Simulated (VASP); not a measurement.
# Au (P6_3/mmc) in VASP: notebook

Au is run at these levels: LDA; tasks: single point.

Program: VASP 6.6.1. These are calculated values, not measurements. Logs are shortened: lines on timing, memory, paths and dates and some standing lists are left out, and cuts for length are marked.

## (1) The cell of the first run

Symmetry: P6_3/mmc, No. 194, hexagonal system. Conventional cell: a = 2.840 Å, b = 2.840 Å, c = 4.750 Å, α = 90.00°, β = 90.00°, γ = 120.00°. Au (site symmetry -6m2) has 12 Au at 2.84 to 2.89 Å within 3.7 Å.

## (2) Single point, LDA

Input file INCAR:

```
SYSTEM = Au
PREC = Accurate ; ENCUT = 520
EDIFF = 1E-7 ; ISMEAR = -1
SIGMA = 0.1 ; LREAL = .False.
LASPH = .True. ; NELM = 60
ALGO = Normal ; ISIF = 2
LWAVE = .False. ; LCHARG = .False.
GGA = CA ; NBANDS = 18
```

Input file KPOINTS:

```
Automatic mesh
0
Gamma
  13 13 7
  0 0 0
```

Input file POSCAR:

```
Au
1.0
    2.8395154501      0.0000000000      0.0000000000
   -1.4197577250      2.4590925142      0.0000000000
    0.0000000000      0.0000000000      4.7498359673
Au
2
Direct
    0.3333333333      0.6666666667      0.2500000000
    0.6666666667      0.3333333333      0.7500000000
```

Potentials or basis: VASP PAW LDA potentials, release 64 (Au).

Started as:

```sh
> cat potpaw_LDA.64/Au/POTCAR > POTCAR
> mpirun -np 1 vasp_std > vasp.out
```

OUTCAR:

```text
SYSTEM = Au
   PREC = Accurate
   ENCUT = 520
   EDIFF = 1E-7
   ISMEAR = -1
   LREAL = .False.
   LASPH = .True.
   NELM = 60
   ISIF = 2
   GGA = CA

 ion  position               nearest neighbor table
   1  0.333  0.667  0.250-   2 2.89   2 2.89   2 2.89   2 2.89   2 2.89   2 2.89
   2  0.667  0.333  0.750-   1 2.89   1 2.89   1 2.89   1 2.89   1 2.89   1 2.89

  LATTYP: Found a hexagonal cell.
 ALAT       =     2.8395154501
 C/A-ratio  =     1.6727628537

  Lattice vectors:

 A1 = (   2.8395154501,   0.0000000000,   0.0000000000)
 A2 = (  -1.4197577250,   2.4590925142,   0.0000000000)
 A3 = (   0.0000000000,   0.0000000000,   4.7498359673)

Analysis of symmetry for initial positions (statically):
[... 10 lines left out ...]

The static configuration has the point symmetry D_3d.
 The point group associated with its full space group is D_6h.

Analysis of symmetry for dynamics (positions and initial velocities):
[... 10 lines left out ...]

The dynamic configuration has the point symmetry D_3d.
 The point group associated with its full space group is D_6h.

 Subroutine INISYM returns: Found 24 space group operations
[... 5 lines left out ...]
                                     Primitive cell

  volume of cell :      33.1664

  direct lattice vectors                    reciprocal lattice vectors
     2.839515450  0.000000000  0.000000000     0.352172762  0.203327039  0.000000000
    -1.419757725  2.459092514  0.000000000     0.000000000  0.406654078  0.000000000
     0.000000000  0.000000000  4.749835967     0.000000000  0.000000000  0.210533586

  length of vectors
     2.839515450  2.839515450  4.749835967     0.406654078  0.406654078  0.210533586

  position of ions in fractional coordinates (direct lattice)
     0.333333333  0.666666667  0.250000000
     0.666666667  0.333333333  0.750000000

  ion indices of the primitive-cell ions
   primitive index   ion index
                 1           1
                 2           2

----------------------------------------------------------------------------------------

 KPOINTS: Automatic mesh

Automatic generation of k-mesh.
 Grid dimensions read from file:
 generate k-points for:   13   13    7

 Generating k-lattice:

  Cartesian coordinates                     Fractional coordinates (reciprocal lattice)
     0.027090212  0.015640541  0.000000000     0.076923077  0.000000000  0.000000000
     0.000000000  0.031281083  0.000000000     0.000000000  0.076923077  0.000000000
[... 46 lines left out ...]
   NGX,Y,Z   is equivalent  to a cutoff of  14.05, 14.05, 12.60 a.u.
   NGXF,Y,Z  is equivalent  to a cutoff of  28.10, 28.10, 25.20 a.u.
 SYSTEM =  Au
   PREC   = accura    normal or accurate (medium, high low for compatibility)
   ISTART =      0    job   : 0-new  1-cont  2-samecut
   ICHARG =      2    charge: 1-file 2-atom 10-const
   ISPIN  =      1    spin polarized calculation?
   LNONCOLLINEAR =      F non collinear calculations
   LSORBIT =      F    spin-orbit coupling
   LASPH  =      T    aspherical Exc in radial PAW
   ENCUT  =  520.0 eV  38.22 Ry    6.18 a.u.   5.28  5.28  8.83*2*pi/ulx,y,z
   NELM   =     60;   NELMIN=  2; NELMDL= -5     # of ELM steps
   EDIFF  = 0.1E-06   stopping-criterion for ELM
   LREAL  =      F    real-space projection
   EDIFFG = 0.1E-05   stopping-criterion for IOM
   NSW    =      0    number of steps for IOM
   IBRION =     -1    ionic relax: 0-MD 1-quasi-New 2-CG
   NFREE  =      0    steps in history (QN), initial steepest desc. (CG)
   ISIF   =      2    stress and relaxation
   ISYM   =      2    0-nonsym 1-usesym 2-fastsym
   POTIM  = 0.5000    time-step for ionic-motion
   TEBEG  =    0.0;   TEEND  =   0.0 temperature during run
   PSTRESS=    0.0 pullay stress
   NELECT =      22.0000    total number of electrons
   NUPDOWN=      -1.0000    fix difference up-down
   EMIN   =  10.00;   EMAX   =-10.00  energy-range for DOS
   EFERMI =   0.00;   METHOD = LEGACY
   ISMEAR =    -1;   SIGMA  =   0.10  broadening in eV -4-tet -1-fermi 0-gaus
   EFERMI_NEDOS =   21; number of points for ismear=-14 and -15
   IALGO  =     38    algorithm
   IMIX   =      4    mixing-type and parameters
     AMIX     =   0.40;   BMIX     =  1.00
     AMIX_MAG =   1.60;   BMIX_MAG =  1.00
  volume/ion in A,a.u.               =      16.58       111.91
  Fermi-wavevector in a.u.,A,eV,Ry     =   1.427742  2.698042 27.734769  2.038448
  Thomas-Fermi vector in A             =   2.547879
   LORBIT       =      0    0 simple, 1 ext, 2 COOP (PROOUT), +10 PAW based schemes
   GGA     = CA    functional components
   LHFCALC =     F    Hartree Fock is set to
   AEXX    =    0.0000 exact exchange contribution
   IVDW    =     0    specifies the selected vdW correction
   LEPSILON=     F    determine dielectric tensor
   LRPA    =     F    only Hartree local field effects (RPA)
 non-spin polarized calculation
  energy-cutoff  :      520.00
  volume of cell :       33.17
 maximum number of plane-waves:       904
 NGX is ok and might be reduce to    24
   NGX = 11   NGY = 11   NGZ = 17

 number of electron      22.0000000 magnetization

 Free energy of the ion-electron system (eV)
  ---------------------------------------------------
  ext. energy  EPLUGINS =         0.00000000
  ---------------------------------------------------
  free energy    TOTEN  =        -8.90070899 eV

  energy without entropy =       -8.88753266  energy(sigma->0) =       -8.89412083

 E-fermi :   9.6454     XC(G=0): -13.1414

 val. band max:        9.6429285598   @ k =   0.1538   0.1538   0.2857
 cond. band min:       9.7058777935   @ k =   0.2308   0.0769   0.2857
 fundamental gap:      0.0629492337
 Fermi energy:         9.6453805719

 k-point     1 :       0.0000    0.0000    0.0000
  band No.  band energies     occupation
      1      -0.4545      2.00000
      2       2.0639      2.00000
      3       4.7215      2.00000
      4       5.0025      2.00000
      5       5.0025      2.00000
      6       5.3389      2.00000
[... 481 lines left out ...]
      5       4.9756      2.00000
      6       5.4016      2.00000
[... 10 lines left out ...]
     17      26.3697      0.00000
     18      26.9778      0.00000

 [... further k-points ...]
[... 5 lines left out ...]
  --------------------------------------------------------------------------------------
  -------------------------------------------------------------------------------------
  Total        0.1045618      0.1045618      0.0752956      0.0000000      0.0000000      0.0000000
  in kB        5.0510981      5.0510981      3.6373272      0.0000000      0.0000000      0.0000000
  external PRESSURE =       4.5798412 kB  Pullay stress =       0.0000000 kB

 VOLUME and BASIS-vectors are now :
 -----------------------------------------------------------------------------
  energy-cutoff  :      520.00
  volume of cell :       33.17
      direct lattice vectors                 reciprocal lattice vectors
     2.839515450  0.000000000  0.000000000     0.352172762  0.203327039  0.000000000
    -1.419757725  2.459092514  0.000000000     0.000000000  0.406654078  0.000000000
     0.000000000  0.000000000  4.749835967     0.000000000  0.000000000  0.210533586

 POSITION                                       TOTAL-FORCE (eV/Angst)
 -----------------------------------------------------------------------------------
     -0.00000      1.63940      1.18746         0.000000     -0.000000      0.000000
      1.41976      0.81970      3.56238        -0.000000      0.000000      0.000000
 -----------------------------------------------------------------------------------
    total drift:                               -0.000000      0.000000     -0.000000

  FREE ENERGIE OF THE ION-ELECTRON SYSTEM (eV)
  ---------------------------------------------------
  free  energy   TOTEN  =        -8.9007089902 eV

  energy  without entropy=       -8.8875326628  energy(sigma->0) =       -8.89412083
```

stdout:

```text
POSCAR found type information on POSCAR Au
 POSCAR found :  1 types and       2 ions
 scaLAPACK will be used
 LDA part: xc-table for (Slater(with rela. corr.)+CA(PZ))
 , standard interpolation
 POSCAR, INCAR and KPOINTS ok, starting setup
 FFT: planning ... GRIDC
 FFT: planning ... GRID_SOFT
 FFT: planning ... GRID
 WAVECAR not read
 entering main loop
```

Run time: 17 s. Hardware: 1 thread of Intel Xeon Platinum 8559C (Emerald Rapids), shared host; peak memory 0.16 GiB.

Results:

* Free energy: -8.9007 eV
* Pressure: 0.5 GPa
* Band gap on the k mesh: zero (band 11 reaches 12.85 eV, above the bottom of band 12 at 7.18 eV)

Stress tensor (GPa, compression positive):
```
0.51 0.00 0.00
0.00 0.51 0.00
0.00 0.00 0.36
```

Caveat: spin-orbit coupling is left out, which moves the levels of the heavy elements.

[end of part 1 of 2]
